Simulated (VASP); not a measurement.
# In (I4/mmm) in VASP: notebook, part 2 of 2

VASP 6.6.1.

## Step 3: Single point, PBEsol (23.97 Å³/atom)

This run uses another cell than the first one, of 23.97 Å³/atom.

Input file INCAR:

```
SYSTEM = In
PREC = Accurate ; ENCUT = 520
EDIFF = 1E-6 ; ISMEAR = 0
SIGMA = 0.1 ; LREAL = .FALSE.
LASPH = .TRUE. ; NELM = 80
ALGO = Fast ; ISIF = 2
LWAVE = .FALSE. ; LCHARG = .FALSE.
GGA = PS ; NBANDS = 12
```

Input file KPOINTS:

```
Automatic mesh
0
G
  18 18 18
  0 0 0
```

Input file POSCAR:

```
In
1.0
   -1.5659876912      1.5659876912      2.4440562495
    1.5659876912     -1.5659876912      2.4440562495
    1.5659876912      1.5659876912     -2.4440562495
In
1
Direct
    0.0000000000      0.0000000000      0.0000000000
```

Potentials or basis: VASP PAW PBE potentials, release 64 (In_d).

Started as:

```bash
$ cat potpaw_PBE.64/In_d/POTCAR > POTCAR
$ mpirun -np 1 vasp_std > vasp.out
```

OUTCAR:

```text
SYSTEM = In
   PREC = Accurate
   ENCUT = 520
   EDIFF = 1E-6
   ISMEAR = 0
   LREAL = .FALSE.
   LASPH = .TRUE.
   NELM = 80
   ISIF = 2
   GGA = PS

 ion  position               nearest neighbor table
   1  0.000  0.000  0.000-

  LATTYP: Found a body centered tetragonal cell.
 ALAT       =     3.1319753824
 C/A-ratio  =     1.5607122988

  Lattice vectors:

 A1 = (  -1.5659876912,   1.5659876912,   2.4440562495)
 A2 = (   1.5659876912,  -1.5659876912,   2.4440562495)
 A3 = (   1.5659876912,   1.5659876912,  -2.4440562495)

Analysis of symmetry for initial positions (statically):
=====================================================================
 Subroutine PRICEL returns:
 Original cell was already a primitive cell.

 Routine SETGRP: Setting up the symmetry group for a
 body centered tetragonal supercell.

 Subroutine GETGRP returns: Found 16 space group operations
 (whereof 16 operations were pure point group operations)
 out of a pool of 16 trial point group operations.

The static configuration has the point symmetry D_4h.

Analysis of symmetry for dynamics (positions and initial velocities):
=====================================================================
 Subroutine PRICEL returns:
 Original cell was already a primitive cell.

 Routine SETGRP: Setting up the symmetry group for a
 body centered tetragonal supercell.

 Subroutine GETGRP returns: Found 16 space group operations
 (whereof 16 operations were pure point group operations)
 out of a pool of 16 trial point group operations.

The dynamic configuration has the point symmetry D_4h.

 Subroutine INISYM returns: Found 16 space group operations
 (whereof 16 operations are pure point group operations),
 and found     1 'primitive' translations

----------------------------------------------------------------------------------------

                                     Primitive cell
[... 111 lines left out ...]
  Fermi-wavevector in a.u.,A,eV,Ry     =   1.334976  2.522738 24.247756  1.782160
  Thomas-Fermi vector in A             =   2.463716
   LORBIT       =      0    0 simple, 1 ext, 2 COOP (PROOUT), +10 PAW based schemes
   GGA     = PS    functional components
   LHFCALC =     F    Hartree Fock is set to
   AEXX    =    0.0000 exact exchange contribution
   IVDW    =     0    specifies the selected vdW correction
   LEPSILON=     F    determine dielectric tensor
   LRPA    =     F    only Hartree local field effects (RPA)
 non-spin polarized calculation
 RMM-DIIS sequential band-by-band and
 Gauss-broadening in eV      SIGMA  =   0.10
  energy-cutoff  :      520.00
  volume of cell :       23.97
 maximum number of plane-waves:       660
 NGX is ok and might be reduce to    28
   NGX = 13   NGY = 13   NGZ = 13

 number of electron      12.9999997 magnetization

 Free energy of the ion-electron system (eV)
  ---------------------------------------------------
  ext. energy  EPLUGINS =         0.00000000
  ---------------------------------------------------
  free energy    TOTEN  =        -2.97032779 eV

  energy without entropy =       -2.96884122  energy(sigma->0) =       -2.96958451

 E-fermi :   8.4032     XC(G=0): -10.8281

 val. band max:        8.3981162298   @ k =  -0.2778   0.2778   0.2778
 cond. band min:       8.4400537974   @ k =  -0.2778  -0.3889   0.1111
 fundamental gap:      0.0419375676
 Fermi energy:         8.4031831135

 k-point     1 :       0.0000    0.0000    0.0000
  band No.  band energies     occupation
      1      -6.3893      2.00000
      2      -6.2060      2.00000
      3      -6.2060      2.00000
      4      -6.1423      2.00000
      5      -5.9667      2.00000
      6      -1.8080      2.00000
      7      19.7043      0.00000
      8      19.7043      0.00000
      9      19.9684      0.00000
     10      20.1989      0.00000
     11      23.1705      0.00000
     12      23.2706      0.00000
[... 331 lines left out ...]
 k-point    24 :      -0.2222    0.0556    0.0000
  band No.  band energies     occupation
      1      -6.3135      2.00000
      2      -6.2536      2.00000
      3      -6.1511      2.00000
      4      -6.0694      2.00000
      5      -5.9983      2.00000
      6      -0.7252      2.00000
      7      13.3876      0.00000
      8      17.2702      0.00000
      9      18.6634      0.00000
     10      20.9096      0.00000
     11      22.1625      0.00000
     12      23.1354      0.00000

 [... further k-points ...]
[... 5 lines left out ...]
  --------------------------------------------------------------------------------------
  -------------------------------------------------------------------------------------
  Total        0.4964526      0.4964526      0.4849578      0.0000000     -0.0000000      0.0000000
  in kB       33.1772578     33.1772578     32.4090785      0.0000000     -0.0000000      0.0000000
  external PRESSURE =      32.9211980 kB  Pullay stress =       0.0000000 kB

 VOLUME and BASIS-vectors are now :
 -----------------------------------------------------------------------------
  energy-cutoff  :      520.00
  volume of cell :       23.97
      direct lattice vectors                 reciprocal lattice vectors
    -1.565987691  1.565987691  2.444056249     0.000000000  0.319287312  0.204577943
     1.565987691 -1.565987691  2.444056249     0.319287312  0.000000000  0.204577943
     1.565987691  1.565987691 -2.444056249     0.319287312  0.319287312  0.000000000

 POSITION                                       TOTAL-FORCE (eV/Angst)
 -----------------------------------------------------------------------------------
      0.00000      0.00000      0.00000         0.000000      0.000000      0.000000
 -----------------------------------------------------------------------------------
    total drift:                               -0.000000     -0.000000     -0.000000

  FREE ENERGIE OF THE ION-ELECTRON SYSTEM (eV)
  ---------------------------------------------------
  free  energy   TOTEN  =        -2.9703277907 eV

  energy  without entropy=       -2.9688412234  energy(sigma->0) =       -2.96958451
```

OSZICAR:

```text
N       E                     dE             d eps       ncg     rms          rms(c)
DAV:   1     0.769669637282E+02    0.76967E+02   -0.62610E+03 11788   0.140E+03
DAV:   2     0.529531234079E+00   -0.76437E+02   -0.74368E+02 12048   0.291E+02
DAV:   3    -0.294343456614E+01   -0.34730E+01   -0.34623E+01 13836   0.633E+01
DAV:   4    -0.301939872303E+01   -0.75964E-01   -0.75942E-01 14428   0.909E+00
DAV:   5    -0.302271676808E+01   -0.33180E-02   -0.33180E-02 15968   0.171E+00    0.277E+00
RMM:   6    -0.297932002518E+01    0.43397E-01   -0.52519E-02 14218   0.367E+00    0.143E+00
RMM:   7    -0.297087377673E+01    0.84462E-02   -0.18484E-02 13733   0.179E+00    0.336E-01
RMM:   8    -0.297026623544E+01    0.60754E-03   -0.22668E-03 16899   0.665E-01    0.942E-02
RMM:   9    -0.297031763528E+01   -0.51400E-04   -0.64892E-04 18136   0.245E-01    0.436E-02
RMM:  10    -0.297032268224E+01   -0.50470E-05   -0.13481E-04 16237   0.194E-01    0.931E-03
RMM:  11    -0.297032653959E+01   -0.38573E-05   -0.61214E-05 18134   0.854E-02    0.178E-02
RMM:  12    -0.297032719589E+01   -0.65631E-06   -0.18662E-05 16209   0.522E-02    0.206E-03
RMM:  13    -0.297032779074E+01   -0.59485E-06   -0.35182E-06  9678   0.187E-02
   1 F= -.29703278E+01 E0= -.29695845E+01  d E =-.148657E-02
```

stdout:

```text
POSCAR found type information on POSCAR In
 POSCAR found :  1 types and       1 ions
 scaLAPACK will be used
 -----------------------------------------------------------------------------
|                                                                             |
|                                                                             |
|     You enforced a specific xc type in the INCAR file but a different       |
|     I HOPE YOU KNOW WHAT YOU ARE DOING!                                     |
|                                                                             |
 -----------------------------------------------------------------------------

 LDA part: xc-table for (Slater+PW92), standard interpolation
 POSCAR, INCAR and KPOINTS ok, starting setup
 FFT: planning ... GRIDC
 FFT: planning ... GRID_SOFT
 FFT: planning ... GRID
 WAVECAR not read
 entering main loop
WARNING in EDDRMM: call to ZHEGV failed, returncode =   8  4     11
WARNING in EDDRMM: call to ZHEGV failed, returncode =   8  4     11
WARNING in EDDRMM: call to ZHEGV failed, returncode =   6  3     12
WARNING in EDDRMM: call to ZHEGV failed, returncode =   6  3     10
WARNING in EDDRMM: call to ZHEGV failed, returncode =   6  3     10
WARNING in EDDRMM: call to ZHEGV failed, returncode =   6  3     10
```

Wall time 6.4 min (1 thread of Intel Xeon 8259CL, shared host); peak memory 0.26 GiB.

What came out:

```yaml
Free_energy: -2.9703 eV
Pressure: 3.3 GPa
Band_gap_on_the_k_mesh: zero (an odd number of electrons rules out a gap without spin polarisation)
```

Caveat: the cell stands under pressure; the PAW data sets were made with another functional, which shifts forces and pressure a little; spin-orbit coupling is left out, which moves the levels of the heavy elements.
